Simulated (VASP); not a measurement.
# Sc (C2/m) in VASP: notebook

Sc is run at these levels: PBEsol; tasks: single point.

Program: VASP 6.6.1. These are calculated values, not measurements. Logs are shortened: lines on timing, memory, paths and dates and some standing lists are left out, and cuts for length are marked.

## Step 1: The cell of the first run

It takes space group C2/m (No. 12, monoclinic). The conventional cell has a = 5.731 Å, b = 3.309 Å, c = 5.268 Å, α = 90.00°, β = 91.00°, γ = 90.00°. Within 4.2 Å of Sc (site symmetry m) lie 12 Sc at 3.23 to 3.31 Å.

## Step 2: Single point, PBEsol (strain +0.0175 x Voigt [0, 0, 0, 1, 0, 0])

The input, INCAR:

```
ALGO = Fast ; EDIFF = 1E-6
ENCUT = 520 ; GGA = PS
ISIF = 2 ; ISMEAR = 0
LASPH = True ; LCHARG = False
LREAL = False ; LWAVE = False
NBANDS = 18 ; NELM = 60
PREC = Accurate ; SIGMA = 0.15
```

The input, KPOINTS:

```
k-points
0
Gamma
  18 18 10
```

The input, POSCAR:

```
Sc
1.0
    3.3087978973      0.0000000000      0.0000000000
   -1.6543989486      2.8655030350      0.0250731516
    0.0000000000      0.0460950000      5.2680000000
Sc
2
Direct
    0.3333333333      0.6666666667      0.2500000000
    0.6666666667      0.3333333333      0.7500000000
```

Potentials or basis: VASP PAW PBE potentials, release 64 (Sc_sv).

On the command line:

```sh
> cat potpaw_PBE.64/Sc_sv/POTCAR > POTCAR
> mpirun -np 1 vasp_std > vasp.out
```

OUTCAR:

```text
EDIFF = 1E-6
   ENCUT = 520
   GGA = PS
   ISIF = 2
   ISMEAR = 0
   LASPH = True
   LREAL = False
   NELM = 60
   PREC = Accurate

 ion  position               nearest neighbor table
   1  0.333  0.667  0.250-   2 3.23   2 3.24   2 3.24   2 3.27   2 3.27   2 3.28
   2  0.667  0.333  0.750-   1 3.23   1 3.24   1 3.24   1 3.27   1 3.27   1 3.28

  LATTYP: Found a base centered monoclinic cell.
 ALAT       =     5.7312254559
 B/A-ratio  =     0.5773281688
 C/A-ratio  =     0.9192103333
 COS(beta)  =    -0.0174986603

  Lattice vectors:

 A1 = (  -1.6543989487,  -2.8655030350,  -0.0250731516)
 A2 = (   1.6543989486,  -2.8655030350,  -0.0250731516)
 A3 = (   0.0000000000,   0.0460950000,   5.2680000000)

Analysis of symmetry for initial positions (statically):
=====================================================================
 Subroutine PRICEL returns:
 Original cell was already a primitive cell.

 Routine SETGRP: Setting up the symmetry group for a
 base centered monoclinic supercell.

 Subroutine GETGRP returns: Found  4 space group operations
 (whereof  4 operations were pure point group operations)
 out of a pool of  4 trial point group operations.

The static configuration has the point symmetry C_2h.

Analysis of symmetry for dynamics (positions and initial velocities):
=====================================================================
 Subroutine PRICEL returns:
 Original cell was already a primitive cell.

 Routine SETGRP: Setting up the symmetry group for a
 base centered monoclinic supercell.

 Subroutine GETGRP returns: Found  4 space group operations
 (whereof  4 operations were pure point group operations)
 out of a pool of  4 trial point group operations.

The dynamic configuration has the point symmetry C_2h.

 Subroutine INISYM returns: Found  4 space group operations
 (whereof  4 operations are pure point group operations),
 and found     1 'primitive' translations

----------------------------------------------------------------------------------------

                                     Primitive cell

  volume of cell :      49.9440

  direct lattice vectors                    reciprocal lattice vectors
     3.308797897  0.000000000  0.000000000     0.302224563  0.174502793 -0.001526899
[... 70 lines left out ...]
   total plane-waves  NPLWV =  31360
   dimension x,y,z NGX =    28 NGY =   28 NGZ =   40
   dimension x,y,z NGXF=    56 NGYF=   56 NGZF=   80
   ions per type =               2
   NGX,Y,Z   is equivalent  to a cutoff of  14.07, 14.07, 12.62 a.u.
   NGXF,Y,Z  is equivalent  to a cutoff of  28.14, 28.14, 25.25 a.u.
 SYSTEM =  unknown system
   PREC   = accura    normal or accurate (medium, high low for compatibility)
   ISTART =      0    job   : 0-new  1-cont  2-samecut
   ICHARG =      2    charge: 1-file 2-atom 10-const
   ISPIN  =      1    spin polarized calculation?
   LNONCOLLINEAR =      F non collinear calculations
   LSORBIT =      F    spin-orbit coupling
   LASPH  =      T    aspherical Exc in radial PAW
   ENCUT  =  520.0 eV  38.22 Ry    6.18 a.u.   6.15  6.15  9.80*2*pi/ulx,y,z
   NELM   =     60;   NELMIN=  2; NELMDL= -5     # of ELM steps
   EDIFF  = 0.1E-05   stopping-criterion for ELM
   LREAL  =      F    real-space projection
[... 7 lines left out ...]
   TEBEG  =    0.0;   TEEND  =   0.0 temperature during run
   PSTRESS=    0.0 pullay stress
   NELECT =      22.0000    total number of electrons
   NUPDOWN=      -1.0000    fix difference up-down
   EMIN   =  10.00;   EMAX   =-10.00  energy-range for DOS
   EFERMI =   0.00;   METHOD = LEGACY
   ISMEAR =     0;   SIGMA  =   0.15  broadening in eV -4-tet -1-fermi 0-gaus
   EFERMI_NEDOS =   21; number of points for ismear=-14 and -15
   IALGO  =     68    algorithm
   IMIX   =      4    mixing-type and parameters
     AMIX     =   0.40;   BMIX     =  1.00
     AMIX_MAG =   1.60;   BMIX_MAG =  1.00
  volume/ion in A,a.u.               =      24.97       168.52
  Fermi-wavevector in a.u.,A,eV,Ry     =   1.245627  2.353893 21.110602  1.551585
  Thomas-Fermi vector in A             =   2.379840
   LORBIT       =      0    0 simple, 1 ext, 2 COOP (PROOUT), +10 PAW based schemes
   GGA     = PS    functional components
   LHFCALC =     F    Hartree Fock is set to
   AEXX    =    0.0000 exact exchange contribution
   IVDW    =     0    specifies the selected vdW correction
   LEPSILON=     F    determine dielectric tensor
   LRPA    =     F    only Hartree local field effects (RPA)
 non-spin polarized calculation
 RMM-DIIS sequential band-by-band and
 Gauss-broadening in eV      SIGMA  =   0.15
  energy-cutoff  :      520.00
  volume of cell :       49.94
 maximum number of plane-waves:      1369
 NGX is ok and might be reduce to    28
   NGX = 13   NGY = 13   NGZ = 19

 number of electron      21.9999999 magnetization

 Free energy of the ion-electron system (eV)
  ---------------------------------------------------
  ext. energy  EPLUGINS =         0.00000000
  ---------------------------------------------------
  free energy    TOTEN  =       -13.20554241 eV

  energy without entropy =      -13.15689088  energy(sigma->0) =      -13.18121664

 E-fermi :   3.5022     XC(G=0):  -9.9369

 val. band max:        3.5020722439   @ k =   0.1111   0.2778  -0.0000
 cond. band min:       3.5028855218   @ k =   0.1111  -0.4444   0.4000
 fundamental gap:      0.0008132779
 Fermi energy:         3.5021798964

 k-point     1 :       0.0000    0.0000    0.0000
  band No.  band energies     occupation
      1     -45.7405      2.00000
      2     -45.6772      2.00000
      3     -24.6410      2.00000
      4     -24.3103      2.00000
      5     -24.3102      2.00000
      6     -24.2528      2.00000
[... 481 lines left out ...]
      5     -24.3964      2.00000
      6     -24.3502      2.00000
[... 10 lines left out ...]
     17       6.0742      0.00000
     18       6.3850      0.00000

 [... further k-points ...]
[... 5 lines left out ...]
  --------------------------------------------------------------------------------------
  -------------------------------------------------------------------------------------
  Total       -0.6888966     -0.6888543     -1.1853192     -0.0000000     -0.1491992     -0.0000000
  in kB      -22.0994248    -22.0980675    -38.0243900     -0.0000000     -4.7862291     -0.0000000
  external PRESSURE =     -27.4072941 kB  Pullay stress =       0.0000000 kB

 VOLUME and BASIS-vectors are now :
 -----------------------------------------------------------------------------
  energy-cutoff  :      520.00
  volume of cell :       49.94
      direct lattice vectors                 reciprocal lattice vectors
     3.308797897  0.000000000  0.000000000     0.302224563  0.174502793 -0.001526899
    -1.654398949  2.865503035  0.025073152     0.000000000  0.349005587 -0.003053799
     0.000000000  0.046095000  5.268000000     0.000000000 -0.001661099  0.189839895

 POSITION                                       TOTAL-FORCE (eV/Angst)
 -----------------------------------------------------------------------------------
     -0.00000      1.92186      1.33372        -0.000000     -0.001595     -0.000007
      1.65440      0.98974      3.95936         0.000000      0.001595      0.000007
 -----------------------------------------------------------------------------------
    total drift:                                0.000000     -0.000000     -0.000000

  FREE ENERGIE OF THE ION-ELECTRON SYSTEM (eV)
  ---------------------------------------------------
  free  energy   TOTEN  =       -13.2055424093 eV

  energy  without entropy=      -13.1568908756  energy(sigma->0) =      -13.18121664
```

stdout:

```text
POSCAR found type information on POSCAR Sc
 POSCAR found :  1 types and       2 ions
 scaLAPACK will be used
 -----------------------------------------------------------------------------
|                                                                             |
|                                                                             |
|     You enforced a specific xc type in the INCAR file but a different       |
|     I HOPE YOU KNOW WHAT YOU ARE DOING!                                     |
|                                                                             |
 -----------------------------------------------------------------------------

 LDA part: xc-table for (Slater+PW92), standard interpolation
 POSCAR, INCAR and KPOINTS ok, starting setup
 FFT: planning ... GRIDC
 FFT: planning ... GRID_SOFT
 FFT: planning ... GRID
 WAVECAR not read
 entering main loop
```

It took 7 min on 1 thread of Intel Xeon 6975P-C (Granite Rapids), shared host; peak memory 0.69 GiB.

Results:

```
Free energy            : -13.2055 eV
Pressure               : -2.7 GPa
Band gap on the k mesh : zero (bands 11 and 12 overlap by 1.35 eV)
```

Stress tensor (GPa, compression positive):
```
-2.21  0.00  0.00
 0.00 -2.21 -0.48
 0.00 -0.48 -3.80
```

Levels at points of the mesh, in eV from the Fermi level:
| k point | band 9 | band 10 | band 11 | band 12 | band 13 | band 14 |
| --- | --- | --- | --- | --- | --- | --- |
| (0.00, 0.00, 0.00) | -5.12 | -1.67 | 0.44 | 1.59 | 1.59 | 1.70 |
| (0.50, 0.00, 0.00) | -1.59 | -1.04 | -0.68 | -0.29 | 1.20 | 1.38 |
| (0.00, 0.50, 0.00) | -1.59 | -1.04 | -0.69 | -0.29 | 1.20 | 1.40 |
| (0.00, 0.00, 0.50) | -3.63 | -3.63 | 0.88 | 0.88 | 1.52 | 1.53 |
| (0.50, 0.00, 0.50) | -1.48 | -1.45 | 0.03 | 0.06 | 1.20 | 1.28 |
| (0.00, 0.50, 0.50) | -1.49 | -1.44 | 0.01 | 0.08 | 1.17 | 1.31 |

Caveat: the cell differs from its parent crystal (strain +0.0175 x Voigt [0, 0, 0, 1, 0, 0]); the PAW data sets were made with another functional, which shifts forces and pressure a little.

## Step 3: Single point, PBEsol (strain +0.0125 x Voigt [0, 0, 0, 1, 0, 0])

The input, INCAR:

```
SYSTEM = Sc
PREC     = Accurate       ! precision mode
ENCUT    = 520            ! plane-wave cutoff, eV
EDIFF    = 1E-6           ! SCF threshold, eV
ISMEAR   = 0              ! smearing method
SIGMA    = 0.15           ! smearing width, eV
LREAL    = .False.        ! projectors in reciprocal space
LASPH    = .True.         ! aspherical terms in the spheres
NELM     = 60             ! most SCF steps
ALGO     = Fast           ! electronic algorithm
ISIF     = 2              ! what is computed and relaxed
LWAVE    = .False.        ! write WAVECAR
LCHARG   = .False.        ! write CHGCAR
GGA      = PS             ! functional
NBANDS   = 18             ! bands
```

The input, KPOINTS:

```
Automatic mesh
0
Gamma
  18 18 10
  0 0 0
```

The input, POSCAR:

```
Sc
1.0
    3.3087978973      0.0000000000      0.0000000000
   -1.6543989486      2.8655030350      0.0179093940
    0.0000000000      0.0329250000      5.2680000000
Sc
2
Direct
    0.3333333333      0.6666666667      0.2500000000
    0.6666666667      0.3333333333      0.7500000000
```

Potentials or basis: VASP PAW PBE potentials, release 64 (Sc_sv).

On the command line:

```sh
> cat potpaw_PBE.64/Sc_sv/POTCAR > POTCAR
> mpirun -np 1 vasp_std > vasp.out
```

Run time: 7.2 min. Hardware: 1 thread of Intel Xeon 6975P-C (Granite Rapids), shared host; peak memory 0.69 GiB.

The run converged. Its results:

| Quantity | Value |
| --- | --- |
| Free energy | -13.2061 eV |
| Pressure | -2.7 GPa |
| Band gap on the k mesh | zero (bands 11 and 12 overlap by 1.35 eV) |

Stress tensor (GPa, compression positive):
```
-2.21  0.00  0.00
 0.00 -2.21 -0.34
 0.00 -0.34 -3.81
```

Levels at points of the mesh, in eV from the Fermi level:
```csv
k point,band 7,band 8,band 9,band 10,band 11,band 12,band 13,band 14,band 15,band 16
"(0.00, 0.00, 0.00)",-27.75,-27.74,-5.12,-1.67,0.44,1.59,1.59,1.70,2.00,2.00
"(0.50, 0.00, 0.00)",-27.84,-27.80,-1.59,-1.04,-0.68,-0.29,1.20,1.39,1.76,3.75
"(0.00, 0.50, 0.00)",-27.84,-27.80,-1.59,-1.04,-0.68,-0.29,1.20,1.40,1.76,3.75
"(0.00, 0.00, 0.50)",-27.78,-27.78,-3.63,-3.63,0.88,0.88,1.53,1.53,1.53,1.53
"(0.50, 0.00, 0.50)",-27.84,-27.84,-1.47,-1.46,0.03,0.06,1.21,1.27,2.38,2.39
"(0.00, 0.50, 0.50)",-27.85,-27.84,-1.48,-1.45,0.02,0.07,1.19,1.29,2.37,2.39
```

Caveat: the cell differs from its parent crystal (strain +0.0125 x Voigt [0, 0, 0, 1, 0, 0]); the PAW data sets were made with another functional, which shifts forces and pressure a little.
